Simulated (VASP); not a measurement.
Here is a VASP 6.6.1 calculation.

File INCAR:

```
PREC = Accurate ; ENCUT = 600
EDIFF = 1E-6 ; ISMEAR = 0
SIGMA = 0.1 ; LREAL = F
LASPH = T ; NELM = 60
ALGO = Normal ; ISIF = 3
LWAVE = F ; LCHARG = F
GGA = PE ; IBRION = 2
NSW = 90 ; EDIFFG = -0.04
```

KPOINTS

```
Automatic mesh
0
Gamma
  3 3 3
```

POSCAR

```
Ge3Pt
1.0
    3.5472181100      2.0479873300      3.1381619400
   -3.5472181100      2.0479873300      3.1381619400
    0.0000000000     -4.0959746600      3.1381619400
Ge Pt
6 2
Direct
    0.7962999900      0.2414000000      0.7962999900
    0.7962999900      0.7962999900      0.2414000000
    0.2414000000      0.7962999900      0.7962999900
    0.2037000100      0.7586000000      0.2037000100
    0.7586000000      0.2037000100      0.2037000100
    0.2037000100      0.2037000100      0.7586000000
    0.2755000000      0.2755000000      0.2755000000
    0.7245000000      0.7245000000      0.7245000000
```

Potentials or basis: VASP PAW PBE potentials, release 64 (Ge_d, Pt).

The run is started by

```sh
$ cat potpaw_PBE.64/Ge_d/POTCAR potpaw_PBE.64/Pt/POTCAR > POTCAR
$ mpirun -np 1 vasp_std > vasp.out
```

Problem. What does it give for the relaxed cell?

Solution. a = 5.297 Å, b = 5.297 Å, c = 5.297 Å, α = 95.59°, β = 95.59°, γ = 95.59°.

Problem. Predict the relaxed volume.

Solution. 18.30 Å³/atom.

Problem. What does it give for the space group after relaxing (to 0.1 Å)?

Solution. R-3m (No. 166).

Problem. Estimate the band gap on the k mesh.

Solution. Zero (bands 52 and 53 overlap by 1.25 eV).

The path:
| step | energy change (eV) | largest force (eV/Å) | pressure (GPa) | volume (Å³) |
| --- | --- | --- | --- | --- |
| 1 | 0.0000 | 7.4334 | 31.62 | 136.79 |
| 3 | -5.2786 | 0.6385 | -6.26 | 168.35 |
| 5 | -5.3278 | 0.9238 | -3.94 | 163.75 |
| 7 | -5.7790 | 0.6963 | 2.65 | 148.80 |
| 9 | -6.0232 | 0.3490 | -2.11 | 152.62 |
| 11 | -6.1181 | 0.4576 | 1.26 | 145.99 |
| 13 | -6.2076 | 0.1509 | -0.44 | 146.91 |
| 15 | -6.2192 | 0.0973 | 0.85 | 145.06 |
| 17 | -6.2291 | 0.1181 | 0.12 | 146.18 |
| 19 | -6.2336 | 0.1339 | -0.13 | 146.65 |
| 21 | -6.2711 | 0.2098 | -1.54 | 149.20 |
| 23 | -6.3401 | 0.4914 | -3.05 | 159.61 |
| 25 | -6.3550 | 0.3449 | -3.13 | 157.01 |
| 27 | -6.3581 | 0.3605 | -3.05 | 157.11 |
| 29 | -6.3688 | 0.4358 | -2.69 | 157.56 |
| 31 | -6.3798 | 0.5533 | -2.24 | 157.87 |
| 33 | -6.4277 | 0.5596 | -1.17 | 155.35 |
| 35 | -6.4268 | 0.4864 | 4.14 | 145.52 |
| 37 | -6.4874 | 0.4698 | 0.97 | 150.42 |
| 39 | -6.5080 | 0.3563 | -0.62 | 150.78 |
| 41 | -6.5367 | 0.2223 | -0.11 | 150.45 |
| 43 | -6.5902 | 0.2207 | 0.98 | 148.58 |
| 45 | -6.6000 | 0.3346 | 1.80 | 147.19 |
| 47 | -6.6256 | 0.3290 | 1.15 | 148.20 |
| 49 | -6.7640 | 0.6853 | -1.47 | 152.76 |
| 51 | -6.8363 | 0.5155 | -3.91 | 156.88 |
| 53 | -6.8641 | 0.3733 | -3.94 | 157.34 |
| 55 | -6.8717 | 0.2425 | -3.99 | 157.61 |
| 57 | -6.9429 | 0.2646 | -2.56 | 154.91 |
| 59 | -7.0075 | 0.3379 | 0.93 | 149.09 |
| 61 | -7.0706 | 0.3397 | 0.83 | 148.67 |
| 63 | -7.1356 | 0.4074 | 0.94 | 146.38 |
| 65 | -7.1970 | 0.2630 | -0.60 | 148.42 |
| 67 | -7.2443 | 0.1267 | -0.88 | 147.77 |
| 69 | -7.2511 | 0.0793 | -0.07 | 146.45 |
| 70 | -7.2515 | 0.0364 | 0.00 | 146.39 |

Caveat: the k points lie up to 0.40 Å⁻¹ apart in the final cell, too coarse for converged energies and pressures of a metal; spin-orbit coupling is left out, which moves the levels of the heavy elements.
